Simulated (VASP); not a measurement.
# CdSe (F-43m) in VASP: further runs

CdSe is run at these levels: PBEsol; tasks: single point, relaxation of cell and atoms.

Everything below comes from runs of VASP 6.6.1. Logs are shortened: lines on timing, memory, paths and dates and some standing lists are left out, and cuts for length are marked.

### 1 The cell of the first run

The structure is cubic, space group F-43m (No. 216). The conventional cell has a = 5.921 Å, b = 5.921 Å, c = 5.921 Å, α = 90.00°, β = 90.00°, γ = 90.00°. Within 3.4 Å of Cd (site symmetry -43m) lie 4 Se at 2.56 Å. Se (site symmetry -43m) has 4 Cd at 2.56 Å within 3.4 Å.

### 2 Single point, PBEsol

INCAR reads:

```
SYSTEM = CdSe
PREC     = Accurate       ! precision mode
ENCUT    = 520            ! plane-wave cutoff, eV
EDIFF    = 1E-6           ! SCF threshold, eV
ISMEAR   = 0              ! smearing method
SIGMA    = 0.1            ! smearing width, eV
LREAL    = .False.        ! projectors in reciprocal space
LASPH    = .True.         ! aspherical terms in the spheres
NELM     = 60             ! most SCF steps
ALGO     = Normal         ! electronic algorithm
ISIF     = 2              ! what is computed and relaxed
LWAVE    = .False.        ! write WAVECAR
LCHARG   = .False.        ! write CHGCAR
GGA      = PS             ! functional
NBANDS   = 16             ! bands
```

KPOINTS reads:

```
Automatic mesh
0
Gamma
  6 6 6
  0 0 0
```

POSCAR reads:

```
CdSe
1.0
    0.0000000000      2.9605872213      2.9605872213
    2.9605872213      0.0000000000      2.9605872213
    2.9605872213      2.9605872213      0.0000000000
Cd Se
1 1
Direct
    0.0000000000      0.0000000000      0.0000000000
    0.2500000000      0.2500000000      0.2500000000
```

Potentials or basis: VASP PAW PBE potentials, release 64 (Cd, Se).

On the command line:

```console
cat potpaw_PBE.64/Cd/POTCAR potpaw_PBE.64/Se/POTCAR > POTCAR
mpirun -np 1 vasp_std > vasp.out
```

OUTCAR:

```text
SYSTEM = CdSe
   PREC = Accurate
   ENCUT = 520
   EDIFF = 1E-6
   ISMEAR = 0
   LREAL = .False.
   LASPH = .True.
   NELM = 60
   ISIF = 2
   GGA = PS

 ion  position               nearest neighbor table
   1  0.000  0.000  0.000-   2 2.56   2 2.56   2 2.56   2 2.56
   2  0.250  0.250  0.250-   1 2.56   1 2.56   1 2.56   1 2.56

  LATTYP: Found a face centered cubic cell.
 ALAT       =     5.9211744426

  Lattice vectors:

 A1 = (   0.0000000000,   2.9605872213,   2.9605872213)
 A2 = (   2.9605872213,   0.0000000000,   2.9605872213)
 A3 = (   2.9605872213,   2.9605872213,   0.0000000000)

Analysis of symmetry for initial positions (statically):
=====================================================================
 Subroutine PRICEL returns:
 Original cell was already a primitive cell.

 Routine SETGRP: Setting up the symmetry group for a
 face centered cubic supercell.

 Subroutine GETGRP returns: Found 24 space group operations
 (whereof 24 operations were pure point group operations)
 out of a pool of 48 trial point group operations.

The static configuration has the point symmetry T_d .

Analysis of symmetry for dynamics (positions and initial velocities):
=====================================================================
 Subroutine PRICEL returns:
 Original cell was already a primitive cell.

 Routine SETGRP: Setting up the symmetry group for a
 face centered cubic supercell.

 Subroutine GETGRP returns: Found 24 space group operations
 (whereof 24 operations were pure point group operations)
 out of a pool of 48 trial point group operations.

The dynamic configuration has the point symmetry T_d .

 Subroutine INISYM returns: Found 24 space group operations
 (whereof 24 operations are pure point group operations),
 and found     1 'primitive' translations

----------------------------------------------------------------------------------------

                                     Primitive cell

  volume of cell :      51.8995

  direct lattice vectors                    reciprocal lattice vectors
     0.000000000  2.960587221  2.960587221    -0.168885414  0.168885414  0.168885414
     2.960587221  0.000000000  2.960587221     0.168885414 -0.168885414  0.168885414
     2.960587221  2.960587221  0.000000000     0.168885414  0.168885414 -0.168885414

  length of vectors
     4.186902601  4.186902601  4.186902601     0.292518119  0.292518119  0.292518119

  position of ions in fractional coordinates (direct lattice)
     0.000000000  0.000000000  0.000000000
     0.250000000  0.250000000  0.250000000

  ion indices of the primitive-cell ions
   primitive index   ion index
                 1           1
                 2           2

----------------------------------------------------------------------------------------

 KPOINTS: Automatic mesh

Automatic generation of k-mesh.
 Grid dimensions read from file:
 generate k-points for:    6    6    6

 Generating k-lattice:

  Cartesian coordinates                     Fractional coordinates (reciprocal lattice)
    -0.028147569  0.028147569  0.028147569     0.166666667  0.000000000  0.000000000
     0.028147569 -0.028147569  0.028147569     0.000000000  0.166666667  0.000000000
     0.028147569  0.028147569 -0.028147569     0.000000000  0.000000000  0.166666667

  Length of vectors
     0.048753020  0.048753020  0.048753020

  Shift w.r.t. Gamma in fractional coordinates (k-lattice)
     0.000000000  0.000000000  0.000000000

 Subroutine IBZKPT returns following result:
 ===========================================

 Found     16 irreducible k-points:

 Following reciprocal coordinates:
            Coordinates               Weight
  0.000000  0.000000  0.000000      1.000000
  0.166667  0.000000  0.000000      8.000000
  0.333333  0.000000  0.000000      8.000000
  0.500000  0.000000  0.000000      4.000000
  0.166667  0.166667  0.000000      6.000000
  0.333333  0.166667  0.000000     24.000000
[... 8 lines left out ...]
 -0.333333  0.333333  0.166667     24.000000
 -0.333333  0.500000  0.166667     12.000000
   k-points           NKPTS =     16   k-points in BZ     NKDIM =     16   number of bands    NBANDS=     16
   number of dos      NEDOS =    301   number of ions     NIONS =      2
   total plane-waves  NPLWV =  32768
   dimension x,y,z NGX =    32 NGY =   32 NGZ =   32
   dimension x,y,z NGXF=    64 NGYF=   64 NGZF=   64
   ions per type =               1   1
   NGX,Y,Z   is equivalent  to a cutoff of  12.71, 12.71, 12.71 a.u.
   NGXF,Y,Z  is equivalent  to a cutoff of  25.41, 25.41, 25.41 a.u.
 SYSTEM =  CdSe
   PREC   = accura    normal or accurate (medium, high low for compatibility)
   ISTART =      0    job   : 0-new  1-cont  2-samecut
   ICHARG =      2    charge: 1-file 2-atom 10-const
   ISPIN  =      1    spin polarized calculation?
   LNONCOLLINEAR =      F non collinear calculations
   LSORBIT =      F    spin-orbit coupling
   LASPH  =      T    aspherical Exc in radial PAW
   ENCUT  =  520.0 eV  38.22 Ry    6.18 a.u.   7.78  7.78  7.78*2*pi/ulx,y,z
   NELM   =     60;   NELMIN=  2; NELMDL= -5     # of ELM steps
   EDIFF  = 0.1E-05   stopping-criterion for ELM
   LREAL  =      F    real-space projection
   EDIFFG = 0.1E-04   stopping-criterion for IOM
   NSW    =      0    number of steps for IOM
   IBRION =     -1    ionic relax: 0-MD 1-quasi-New 2-CG
   NFREE  =      0    steps in history (QN), initial steepest desc. (CG)
   ISIF   =      2    stress and relaxation
   ISYM   =      2    0-nonsym 1-usesym 2-fastsym
   POTIM  = 0.5000    time-step for ionic-motion
   TEBEG  =    0.0;   TEEND  =   0.0 temperature during run
   PSTRESS=    0.0 pullay stress
   NELECT =      18.0000    total number of electrons
   NUPDOWN=      -1.0000    fix difference up-down
   EMIN   =  10.00;   EMAX   =-10.00  energy-range for DOS
   EFERMI =   0.00;   METHOD = LEGACY
   ISMEAR =     0;   SIGMA  =   0.10  broadening in eV -4-tet -1-fermi 0-gaus
   EFERMI_NEDOS =   21; number of points for ismear=-14 and -15
   IALGO  =     38    algorithm
   IMIX   =      4    mixing-type and parameters
     AMIX     =   0.40;   BMIX     =  1.00
     AMIX_MAG =   1.60;   BMIX_MAG =  1.00
  volume/ion in A,a.u.               =      25.95       175.12
  Fermi-wavevector in a.u.,A,eV,Ry     =   1.150212  2.173585 18.000332  1.322987
  Thomas-Fermi vector in A             =   2.286877
   LORBIT       =      0    0 simple, 1 ext, 2 COOP (PROOUT), +10 PAW based schemes
   GGA     = PS    functional components
   LHFCALC =     F    Hartree Fock is set to
   AEXX    =    0.0000 exact exchange contribution
   IVDW    =     0    specifies the selected vdW correction
   LEPSILON=     F    determine dielectric tensor
   LRPA    =     F    only Hartree local field effects (RPA)
 non-spin polarized calculation
 Gauss-broadening in eV      SIGMA  =   0.10
  energy-cutoff  :      520.00
  volume of cell :       51.90
 maximum number of plane-waves:      1411
   NGX = 15   NGY = 15   NGZ = 15

 number of electron      18.0000001 magnetization

 Free energy of the ion-electron system (eV)
  ---------------------------------------------------
  ext. energy  EPLUGINS =         0.00000000
  ---------------------------------------------------
  free energy    TOTEN  =        -6.09757854 eV

  energy without entropy =       -6.09757851  energy(sigma->0) =       -6.09757853

 E-fermi :   1.8232     XC(G=0):  -9.4710

 val. band max:        1.4959008987   @ k =   0.0000   0.0000   0.0000
 cond. band min:       2.1339464362   @ k =   0.0000   0.0000   0.0000
 fundamental gap:      0.6380455376
 Fermi energy:         1.8231661581

 k-point     1 :       0.0000    0.0000    0.0000
  band No.  band energies     occupation
      1     -11.6227      2.00000
      2      -6.7417      2.00000
      3      -6.7417      2.00000
      4      -6.7417      2.00000
      5      -6.2653      2.00000
      6      -6.2653      2.00000
[... 8 lines left out ...]
     15      12.7414      0.00000
     16      12.7414      0.00000

 k-point     2 :       0.1667    0.0000    0.0000
  band No.  band energies     occupation
      1     -11.5103      2.00000
      2      -6.7055      2.00000
      3      -6.7055      2.00000
      4      -6.6484      2.00000
      5      -6.2669      2.00000
      6      -6.2669      2.00000
[... 8 lines left out ...]
     15      11.6361      0.00000
     16      12.0211      0.00000

 k-point     3 :       0.3333    0.0000    0.0000
  band No.  band energies     occupation
      1     -11.2808      2.00000
      2      -6.6455      2.00000
      3      -6.6455      2.00000
      4      -6.2917      2.00000
      5      -6.2532      2.00000
      6      -6.2532      2.00000
[... 8 lines left out ...]
     15      12.1309      0.00000
     16      12.1309      0.00000

 k-point     4 :       0.5000    0.0000    0.0000
  band No.  band energies     occupation
      1     -11.1646      2.00000
      2      -6.6241      2.00000
      3      -6.6241      2.00000
      4      -6.2352      2.00000
      5      -6.2352      2.00000
      6      -5.9060      2.00000
[... 8 lines left out ...]
     15      13.8415      0.00000
     16      13.8415      0.00000
[... 172 lines left out ...]
 k-point    14 :       0.5000    0.3333    0.1667
  band No.  band energies     occupation
      1     -11.1325      2.00000
      2      -6.5596      2.00000
      3      -6.5519      2.00000
      4      -6.3648      2.00000
      5      -6.2329      2.00000
      6      -5.9969      2.00000
[... 8 lines left out ...]
     15      13.9260      0.00000
     16      14.8735      0.00000

 k-point    15 :      -0.3333    0.3333    0.1667
  band No.  band energies     occupation
      1     -11.0579      2.00000
      2      -6.5544      2.00000
      3      -6.5151      2.00000
      4      -6.3094      2.00000
      5      -6.2545      2.00000
      6      -5.7343      2.00000
[... 8 lines left out ...]
     15      13.5753      0.00000
     16      14.8394      0.00000

 k-point    16 :      -0.3333    0.5000    0.1667
  band No.  band energies     occupation
      1     -11.0216      2.00000
      2      -6.5222      2.00000
      3      -6.4760      2.00000
      4      -6.3494      2.00000
      5      -6.2322      2.00000
      6      -5.7001      2.00000
[... 8 lines left out ...]
     15      14.5436      0.00000
     16      14.7500      0.00000

------------------------ aborting loop because EDIFF is reached ----------------------------------------

  FORCE on cell =-STRESS in cart. coord.  units (eV):
  Direction    XX          YY          ZZ          XY          YZ          ZX
  --------------------------------------------------------------------------------------
  -------------------------------------------------------------------------------------
  Total        1.7985648      1.7985648      1.7985648      0.0000000      0.0000000     -0.0000000
  in kB       55.5230231     55.5230231     55.5230231      0.0000000      0.0000000     -0.0000000
  external PRESSURE =      55.5230231 kB  Pullay stress =       0.0000000 kB

 VOLUME and BASIS-vectors are now :
 -----------------------------------------------------------------------------
  energy-cutoff  :      520.00
  volume of cell :       51.90
      direct lattice vectors                 reciprocal lattice vectors
     0.000000000  2.960587221  2.960587221    -0.168885414  0.168885414  0.168885414
     2.960587221  0.000000000  2.960587221     0.168885414 -0.168885414  0.168885414
     2.960587221  2.960587221  0.000000000     0.168885414  0.168885414 -0.168885414

 POSITION                                       TOTAL-FORCE (eV/Angst)
 -----------------------------------------------------------------------------------
      0.00000      0.00000      0.00000        -0.000000     -0.000000     -0.000000
      1.48029      1.48029      1.48029         0.000000      0.000000      0.000000
 -----------------------------------------------------------------------------------
    total drift:                               -0.000000     -0.000000     -0.000000

  FREE ENERGIE OF THE ION-ELECTRON SYSTEM (eV)
  ---------------------------------------------------
  free  energy   TOTEN  =        -6.0975785427 eV

  energy  without entropy=       -6.0975785086  energy(sigma->0) =       -6.09757853
```

Run time: 9.5 s. Hardware: 1 thread of Intel Xeon Platinum 8259CL at 2.50GHz (Skylake/Cascade Lake), shared host; peak memory 0.18 GiB.

What came out:

```yaml
Free_energy: -6.0976 eV
Pressure: 5.6 GPa
Band_gap_on_the_k_mesh: 0.64 eV, direct
```

Caveat: the PAW data sets were made with another functional, which shifts forces and pressure a little. As with any semilocal functional, this PBEsol gap is likely too small.

### 3 Single point, PBEsol

This run uses another cell than the first one, of 28.17 Å³/atom, 1.086 times its volume.

INCAR reads:

```
PREC = Accurate ; ENCUT = 520
EDIFF = 1E-6 ; ISMEAR = 0
SIGMA = 0.02 ; LREAL = False
LASPH = True ; NELM = 80
ALGO = Normal ; ISIF = 2
LWAVE = False ; LCHARG = True
GGA = PS ; LELF = True
LVHAR = True ; NBANDS = 16
```

KPOINTS reads:

```
regular mesh
0
Gamma
  8 8 8
```

POSCAR reads:

```
CdSe
1.0
    0.0000000000      3.0427506184      3.0427506184
    3.0427506184      0.0000000000      3.0427506184
    3.0427506184      3.0427506184      0.0000000000
Cd Se
1 1
Direct
    0.0000000000      0.0000000000      0.0000000000
    0.2500000000      0.2500000000      0.2500000000
```

Potentials or basis: VASP PAW PBE potentials, release 64 (Cd, Se).

On the command line:

```console
cat potpaw_PBE.64/Cd/POTCAR potpaw_PBE.64/Se/POTCAR > POTCAR
mpirun -np 1 vasp_std > vasp.out
```

Wall time 16 s (1 thread of Intel Xeon Platinum 8259CL at 2.50GHz (Skylake/Cascade Lake), shared host); peak memory 0.19 GiB.

The run converged. Its results:

| Quantity | Value |
| --- | --- |
| Free energy | -6.1772 eV |
| Pressure | 0.2 GPa |
| Band gap on the k mesh | 0.48 eV, direct |

Levels at points of the mesh, in eV from the valence-band top:
```tsv
k point	band 5	band 6	band 7	band 8	band 9	band 10	band 11	band 12	band 13	band 14
(0.00, 0.00, 0.00)	-7.53	-7.53	0.00	0.00	0.00	0.48	5.85	5.85	5.85	9.59
(0.50, 0.00, 0.00)	-7.50	-7.24	-4.44	-0.76	-0.76	2.29	6.36	6.36	7.28	9.87
(0.50, 0.50, 0.00)	-7.47	-7.17	-4.12	-1.87	-1.87	3.00	3.67	8.97	10.12	10.12
```

Caveat: the PAW data sets were made with another functional, which shifts forces and pressure a little.

### 4 Relaxation of cell and atoms, PBEsol

INCAR reads:

```
SYSTEM = CdSe
PREC = Accurate
ENCUT = 600
EDIFF = 1E-7
ISMEAR = 0
SIGMA = 0.02
LREAL = .False.
LASPH = .True.
NELM = 100
ALGO = Normal
ISIF = 3
LWAVE = .False.
LCHARG = .False.
GGA = PS
IBRION = 2
NSW = 80
EDIFFG = -0.01
```

KPOINTS reads:

```
Automatic mesh
0
Gamma
  8 8 8
  0 0 0
```

POSCAR reads:

```
CdSe
1.0
    0.0000000000      2.9605872213      2.9605872213
    2.9605872213      0.0000000000      2.9605872213
    2.9605872213      2.9605872213      0.0000000000
Cd Se
1 1
Direct
    0.0000000000      0.0000000000      0.0000000000
    0.2500000000      0.2500000000      0.2500000000
```

On the command line:

```console
cat potpaw_PBE.64/Cd/POTCAR potpaw_PBE.64/Se/POTCAR > POTCAR
mpirun -np 1 vasp_std > vasp.out
```

Run time: 53 s. Hardware: 1 thread of Intel Xeon Platinum 8259CL at 2.50GHz (Skylake/Cascade Lake), shared host; peak memory 0.23 GiB.

The run converged. Its results:

| Quantity | Value |
| --- | --- |
| Free energy | -6.1760 eV |
| Relaxed volume | 28.28 Å³/atom |
| Relaxed cell | a = 4.308 Å, b = 4.308 Å, c = 4.308 Å, α = 60.00°, β = 60.00°, γ = 60.00° |
| Space group after relaxing (to 0.05 Å) | F-43m (No. 216) |
| Energy gained by relaxing | 36.7 meV/atom |
| Ionic steps | 3 |
| Pressure after relaxing | 0.0 GPa |
| Band gap on the k mesh | 0.47 eV, direct |

Step by step:
| step | energy change (eV) | largest force (eV/Å) | pressure (GPa) | volume (Å³) |
| --- | --- | --- | --- | --- |
| 1 | 0.0000 | 0.0000 | 5.47 | 51.90 |
| 2 | -0.0595 | 0.0000 | -1.87 | 58.85 |
| 3 | -0.0734 | 0.0000 | 0.01 | 56.55 |

Final structure:
```
Cd Se
1.0
     0.00000    3.04652    3.04652
     3.04652    0.00000    3.04652
     3.04652    3.04652    0.00000
Cd Se
1 1
Direct
  0.00000 0.00000 0.00000
  0.25000 0.25000 0.25000
```

Levels at points of the mesh, in eV from the valence-band top:
```
           k point  band 5  band 6  band 7  band 8  band 9  band 10  band 11  band 12  band 13
(0.00, 0.00, 0.00)   -7.52   -7.52    0.00    0.00    0.00     0.47     5.85     5.85     5.85
(0.50, 0.00, 0.00)   -7.50   -7.23   -4.42   -0.75   -0.75     2.28     6.36     6.36     7.27
(0.50, 0.50, 0.00)   -7.46   -7.17   -4.11   -1.86   -1.86     3.01     3.67     8.95    10.10
```

Caveat: the PAW data sets were made with another functional, which shifts forces and pressure a little.

### 5 Overview

```tsv
task	cell	k mesh	cutoff (eV)	smearing	gap on the mesh (eV)	pressure (GPa)
single point	a = 4.187 Å, angles 60.0°, 2 atoms	6 × 6 × 6	520	gaussian 0.1 eV	0.64	5.6
single point	a = 4.303 Å, angles 60.0°, 2 atoms	8 × 8 × 8	520	gaussian 0.02 eV	0.48	0.2
relaxation of cell and atoms	relaxed from a = 4.187 Å, angles 60.0°, 2 atoms	8 × 8 × 8	600	gaussian 0.02 eV	0.47	0.0
```

Alike in all rows: level PBEsol; potentials or basis VASP PAW PBE potentials, release 64 (Cd, Se); no spin polarisation.

Caveats: the PAW data sets were made with another functional, which shifts forces and pressure a little.

Total energies depend on the potentials used, so only differences within one code and one set of settings carry meaning.
